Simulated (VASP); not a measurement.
# MgB2 (P6/mmm) in VASP: further runs, part 3 of 3

VASP 6.6.1. Earlier steps stand in the parts before.

### 5 Electric field gradients, PBE (equal xx and yy strain of +3 %)

INCAR reads:

```
  PREC = Accurate
  ENCUT = 520
  EDIFF = 1E-8
  ISMEAR = -1
  SIGMA = 0.05
  LREAL = False
  LASPH = True
  NELM = 100
  ALGO = Normal
  ISIF = 2
  LWAVE = False
  LCHARG = False
  GGA = PE
  LEFG = True
  NBANDS = 11
```

KPOINTS reads:

```
regular mesh
0
Gamma
  12 12 9
```

POSCAR reads:

```
MgB2
1.0
    3.1775507267      0.0000000000      0.0000000000
   -1.5887753634      2.7518396512      0.0000000000
    0.0000000000      0.0000000000      3.5230000000
Mg B
1 2
Direct
    0.0000000000      0.0000000000      0.0000000000
    0.3333333333      0.6666666667      0.5000000000
    0.6666666667      0.3333333333      0.5000000000
```

Potentials or basis: VASP PAW PBE potentials, release 64 (Mg, B).

Started as:

```sh
cat potpaw_PBE.64/Mg/POTCAR potpaw_PBE.64/B/POTCAR > POTCAR
mpirun -np 1 vasp_std > vasp.out
```

OUTCAR:

```text
PREC = Accurate
   ENCUT = 520
   EDIFF = 1E-8
   ISMEAR = -1
   LREAL = False
   LASPH = True
   NELM = 100
   ISIF = 2
   GGA = PE

 ion  position               nearest neighbor table
   1  0.000  0.000  0.000-   2 2.54   3 2.54   2 2.54   3 2.54   3 2.54   3 2.54   2 2.54   2 2.54
                             3 2.54   3 2.54   2 2.54   2 2.54
   2  0.333  0.667  0.500-   3 1.83   3 1.83   3 1.83   1 2.54   1 2.54   1 2.54   1 2.54   1 2.54
                             1 2.54
   3  0.667  0.333  0.500-   2 1.83   2 1.83   2 1.83   1 2.54   1 2.54   1 2.54   1 2.54   1 2.54
                             1 2.54

  LATTYP: Found a hexagonal cell.
 ALAT       =     3.1775507267
 C/A-ratio  =     1.1087155810

  Lattice vectors:

 A1 = (   3.1775507267,   0.0000000000,   0.0000000000)
 A2 = (  -1.5887753634,   2.7518396512,   0.0000000000)
 A3 = (   0.0000000000,   0.0000000000,   3.5230000000)

Analysis of symmetry for initial positions (statically):
=====================================================================
 Subroutine PRICEL returns:
[... 536 lines left out ...]

 POSITION                                       TOTAL-FORCE (eV/Angst)
 -----------------------------------------------------------------------------------
      0.00000      0.00000      0.00000         0.000000      0.000000      0.000000
     -0.00000      1.83456      1.76150        -0.000000      0.000000      0.000000
      1.58878      0.91728      1.76150         0.000000     -0.000000     -0.000000
 -----------------------------------------------------------------------------------
    total drift:                                0.000000     -0.000000      0.000000

  FREE ENERGIE OF THE ION-ELECTRON SYSTEM (eV)
  ---------------------------------------------------
  free  energy   TOTEN  =       -15.2384419374 eV

  energy  without entropy=      -15.2338285250  energy(sigma->0) =      -15.23613523

 Electric field gradients (V/A^2)
---------------------------------------------------------------------
 ion       V_xx      V_yy      V_zz      V_xy      V_xz      V_yz
---------------------------------------------------------------------
   1       0.231     0.231    -0.462    -0.000    -0.000     0.000
   2      -9.035    -9.035    18.069    -0.000     0.000     0.000
   3      -9.035    -9.035    18.069    -0.000     0.000     0.000
---------------------------------------------------------------------

 Electric field gradients after diagonalization (V/A^2)
 (convention: |V_zz| > |V_xx| > |V_yy|)
----------------------------------------------------------------------
 ion       V_xx      V_yy      V_zz     asymmetry (V_yy - V_xx)/ V_zz
----------------------------------------------------------------------
   1       0.231     0.231    -0.462       0.000
   2      -9.035    -9.034    18.069       0.000
   3      -9.035    -9.034    18.069       0.000
----------------------------------------------------------------------

           NMR quadrupolar parameters

 Cq : quadrupolar parameter    Cq=e*Q*V_zz/h
 eta: asymmetry parameters     (V_yy - V_xx)/ V_zz
 Q  : nuclear electric quadrupole moment in mb (millibarn)
----------------------------------------------------------------------
 ion       Cq(MHz)       eta       Q (mb)
----------------------------------------------------------------------
   1      -0.001       0.000       1.000
   2       0.044       0.000       1.000
   3       0.044       0.000       1.000
----------------------------------------------------------------------
```

stdout:

```text
POSCAR found type information on POSCAR MgB
 POSCAR found :  2 types and       3 ions
 scaLAPACK will be used
 LDA part: xc-table for (Slater+PW92), standard interpolation
 POSCAR, INCAR and KPOINTS ok, starting setup
 FFT: planning ... GRIDC
 FFT: planning ... GRID_SOFT
 FFT: planning ... GRID
 WAVECAR not read
 entering main loop
ion   1

ion   2

ion   3
```

Wall time 17 s (1 thread of Intel Xeon Platinum 8488C (Sapphire Rapids), shared host); peak memory 0.16 GiB.

What came out:

```
Free energy            : -15.2384 eV
Pressure               : -10.2 GPa
Band gap on the k mesh : zero (band 4 reaches 6.73 eV, above the bottom of band 5 at 2.99 eV)
```

Levels at points of the mesh, in eV from the Fermi level:
| k point | band 1 | band 2 | band 3 | band 4 | band 5 | band 6 | band 7 | band 8 |
| --- | --- | --- | --- | --- | --- | --- | --- | --- |
| (0.00, 0.00, 0.00) | -11.97 | -2.44 | 0.25 | 0.25 | 2.07 | 5.83 | 5.83 | 7.05 |
| (0.50, 0.00, 0.00) | -8.34 | -7.54 | -2.12 | 0.49 | 3.18 | 3.54 | 5.53 | 6.94 |

Electric field gradients, principal values (V/Å²):
```
atom   least  middle  greatest (by size)
1 Mg   0.231   0.231              -0.462
 2 B  -9.034  -9.035              18.069
 3 B  -9.034  -9.035              18.069
```

Caveat: the cell differs from its parent crystal (equal xx and yy strain of +3 %); without QUAD_EFG the Cq values of the log hold for a quadrupole moment of 1 mb, not for the nuclei.

### 6 Electric field gradients, PBE (volume scaled by 0.96)

INCAR reads:

```
ALGO = Normal
EDIFF = 1E-8
ENCUT = 520
GGA = PE
ISIF = 2
ISMEAR = -1
LASPH = True
LCHARG = False
LEFG = True
LREAL = False
LWAVE = False
NBANDS = 11
NELM = 100
PREC = Accurate
SIGMA = 0.05
```

KPOINTS reads:

```
k-points
0
Gamma
  12 12 9
```

POSCAR reads:

```
MgB2
1.0
    3.0433063957      0.0000000000      0.0000000000
   -1.5216531979      2.6355806502      0.0000000000
    0.0000000000      0.0000000000      3.4753860552
Mg B
1 2
Direct
    0.0000000000      0.0000000000      0.0000000000
    0.3333333333      0.6666666667      0.5000000000
    0.6666666667      0.3333333333      0.5000000000
```

Potentials or basis: VASP PAW PBE potentials, release 64 (Mg, B).

Started as:

```sh
cat potpaw_PBE.64/Mg/POTCAR potpaw_PBE.64/B/POTCAR > POTCAR
mpirun -np 1 vasp_std > vasp.out
```

OUTCAR:

```text
EDIFF = 1E-8
   ENCUT = 520
   GGA = PE
   ISIF = 2
   ISMEAR = -1
   LASPH = True
   LREAL = False
   NELM = 100
   PREC = Accurate

 ion  position               nearest neighbor table
   1  0.000  0.000  0.000-   2 2.47   3 2.47   2 2.47   3 2.47   3 2.47   3 2.47   2 2.47   2 2.47
                             3 2.47   3 2.47   2 2.47   2 2.47
   2  0.333  0.667  0.500-   3 1.76   3 1.76   3 1.76   1 2.47   1 2.47   1 2.47   1 2.47   1 2.47
                             1 2.47
   3  0.667  0.333  0.500-   2 1.76   2 1.76   2 1.76   1 2.47   1 2.47   1 2.47   1 2.47   1 2.47
                             1 2.47

  LATTYP: Found a hexagonal cell.
 ALAT       =     3.0433063957
 C/A-ratio  =     1.1419770484

  Lattice vectors:

 A1 = (   3.0433063957,   0.0000000000,   0.0000000000)
 A2 = (  -1.5216531979,   2.6355806502,   0.0000000000)
 A3 = (   0.0000000000,   0.0000000000,   3.4753860552)

Analysis of symmetry for initial positions (statically):
=====================================================================
 Subroutine PRICEL returns:
 Original cell was already a primitive cell.

 Routine SETGRP: Setting up the symmetry group for a
 hexagonal supercell.

 Subroutine GETGRP returns: Found 24 space group operations
 (whereof 24 operations were pure point group operations)
 out of a pool of 24 trial point group operations.

The static configuration has the point symmetry D_6h.

Analysis of symmetry for dynamics (positions and initial velocities):
=====================================================================
 Subroutine PRICEL returns:
 Original cell was already a primitive cell.

 Routine SETGRP: Setting up the symmetry group for a
[... 488 lines left out ...]
      2       0.4413      2.00000
      3       3.6307      2.00000
      4       3.8119      2.00000
      5       9.4226      0.00000
      6      10.3317      0.00000
      7      11.2645      0.00000
      8      15.3043      0.00000
      9      17.8158      0.00000
     10      18.6418      0.00000
     11      18.6747      0.00000

 [... further k-points ...]
[... 5 lines left out ...]
  --------------------------------------------------------------------------------------
  -------------------------------------------------------------------------------------
  Total        1.0491113      1.0491113      0.6446837     -0.0000000      0.0000000      0.0000000
  in kB       60.2985852     60.2985852     37.0537559     -0.0000000      0.0000000      0.0000000
  external PRESSURE =      52.5503088 kB  Pullay stress =       0.0000000 kB

 VOLUME and BASIS-vectors are now :
 -----------------------------------------------------------------------------
  energy-cutoff  :      520.00
  volume of cell :       27.88
      direct lattice vectors                 reciprocal lattice vectors
     3.043306396  0.000000000  0.000000000     0.328589984  0.189711516  0.000000000
    -1.521653198  2.635580650  0.000000000     0.000000000  0.379423031  0.000000000
     0.000000000  0.000000000  3.475386055     0.000000000  0.000000000  0.287737818

 POSITION                                       TOTAL-FORCE (eV/Angst)
 -----------------------------------------------------------------------------------
      0.00000      0.00000      0.00000         0.000000      0.000000      0.000000
     -0.00000      1.75705      1.73769        -0.000000      0.000000      0.000000
      1.52165      0.87853      1.73769         0.000000     -0.000000      0.000000
 -----------------------------------------------------------------------------------
    total drift:                                0.000000     -0.000000      0.000000

  FREE ENERGIE OF THE ION-ELECTRON SYSTEM (eV)
  ---------------------------------------------------
  free  energy   TOTEN  =       -15.3136891424 eV

  energy  without entropy=      -15.3093625040  energy(sigma->0) =      -15.31152582

 Electric field gradients (V/A^2)
---------------------------------------------------------------------
 ion       V_xx      V_yy      V_zz      V_xy      V_xz      V_yz
---------------------------------------------------------------------
   1       0.102     0.102    -0.205    -0.000    -0.000    -0.000
   2      -9.914    -9.914    19.829    -0.000     0.000     0.000
   3      -9.914    -9.914    19.829    -0.000     0.000     0.000
---------------------------------------------------------------------

 Electric field gradients after diagonalization (V/A^2)
 (convention: |V_zz| > |V_xx| > |V_yy|)
----------------------------------------------------------------------
 ion       V_xx      V_yy      V_zz     asymmetry (V_yy - V_xx)/ V_zz
----------------------------------------------------------------------
   1       0.102     0.102    -0.205       0.000
   2      -9.914    -9.914    19.829       0.000
   3      -9.914    -9.914    19.829       0.000
----------------------------------------------------------------------

           NMR quadrupolar parameters

 Cq : quadrupolar parameter    Cq=e*Q*V_zz/h
 eta: asymmetry parameters     (V_yy - V_xx)/ V_zz
 Q  : nuclear electric quadrupole moment in mb (millibarn)
----------------------------------------------------------------------
 ion       Cq(MHz)       eta       Q (mb)
----------------------------------------------------------------------
   1      -0.000       0.000       1.000
   2       0.048       0.000       1.000
   3       0.048       0.000       1.000
----------------------------------------------------------------------
```

OSZICAR:

```text
N       E                     dE             d eps       ncg     rms          rms(c)
DAV:   1     0.433524024331E+01    0.43352E+01   -0.38472E+03  2266   0.613E+02
DAV:   2    -0.165046374885E+02   -0.20840E+02   -0.19501E+02  2649   0.110E+02
DAV:   3    -0.170749583993E+02   -0.57032E+00   -0.56813E+00  2688   0.145E+01
DAV:   4    -0.170764570911E+02   -0.14987E-02   -0.14986E-02  2403   0.813E-01
DAV:   5    -0.170764627535E+02   -0.56623E-05   -0.56627E-05  2625   0.526E-02    0.541E+00
DAV:   6    -0.155718886602E+02    0.15046E+01   -0.18405E+00  2365   0.640E+00    0.260E+00
DAV:   7    -0.153204595137E+02    0.25143E+00   -0.10178E+00  2441   0.472E+00    0.794E-01
DAV:   8    -0.153248922921E+02   -0.44328E-02   -0.12558E-01  2305   0.190E+00    0.420E-01
DAV:   9    -0.153139050552E+02    0.10987E-01   -0.24863E-02  2312   0.730E-01    0.775E-02
DAV:  10    -0.153136982817E+02    0.20677E-03   -0.19232E-03  2559   0.237E-01    0.262E-02
DAV:  11    -0.153136892781E+02    0.90035E-05   -0.79496E-05  2318   0.560E-02    0.327E-03
DAV:  12    -0.153136892488E+02    0.29329E-07   -0.20976E-06  2398   0.786E-03    0.199E-03
DAV:  13    -0.153136891487E+02    0.10014E-06   -0.41425E-07  2441   0.349E-03    0.162E-04
DAV:  14    -0.153136891424E+02    0.62980E-08   -0.11807E-08  1982   0.725E-04
   1 F= -.15313689E+02 E0= -.15311526E+02  d E =-.432664E-02
```

stdout:

```text
POSCAR found type information on POSCAR MgB
 POSCAR found :  2 types and       3 ions
 scaLAPACK will be used
 LDA part: xc-table for (Slater+PW92), standard interpolation
 POSCAR, INCAR and KPOINTS ok, starting setup
 FFT: planning ... GRIDC
 FFT: planning ... GRID_SOFT
 FFT: planning ... GRID
 WAVECAR not read
 entering main loop
ion   1

ion   2

ion   3
```

Wall time 13 s (1 thread of Intel Xeon 6975P-C (Granite Rapids), shared host); peak memory 0.16 GiB.

What came out:

```
Free energy            : -15.3137 eV
Pressure               : 5.3 GPa
Band gap on the k mesh : zero (band 4 reaches 7.38 eV, above the bottom of band 5 at 3.57 eV)
```

Electric field gradients, principal values (V/Å²):
```csv
atom,least,middle,greatest (by size)
1 Mg,0.102,0.102,-0.205
2 B,-9.914,-9.914,19.829
3 B,-9.914,-9.914,19.829
```

Caveat: without QUAD_EFG the Cq values of the log hold for a quadrupole moment of 1 mb, not for the nuclei.

### 7 Summary

```tsv
cell	gap on the mesh (eV)	pressure (GPa)
a = 3.085, b = 3.085, c = 3.453 Å, angles 90.0, 90.0, 120.0°, 3 atoms	none	1.0
a = 3.085, b = 3.085, c = 3.558 Å, angles 90.0, 90.0, 120.0°, 3 atoms	none	-2.3
a = 3.178, b = 3.178, c = 3.523 Å, angles 90.0, 90.0, 120.0°, 3 atoms	none	-10.2
a = 3.043, b = 3.043, c = 3.475 Å, angles 90.0, 90.0, 120.0°, 3 atoms	none	5.3
```

Alike in all rows: task electric field gradients; level PBE; potentials or basis VASP PAW PBE potentials, release 64 (Mg, B); no spin polarisation; k mesh 12 × 12 × 9; cutoff (eV) 520; smearing fermi-dirac 0.05 eV.

Total energies depend on the potentials used, so only differences within one code and one set of settings carry meaning.
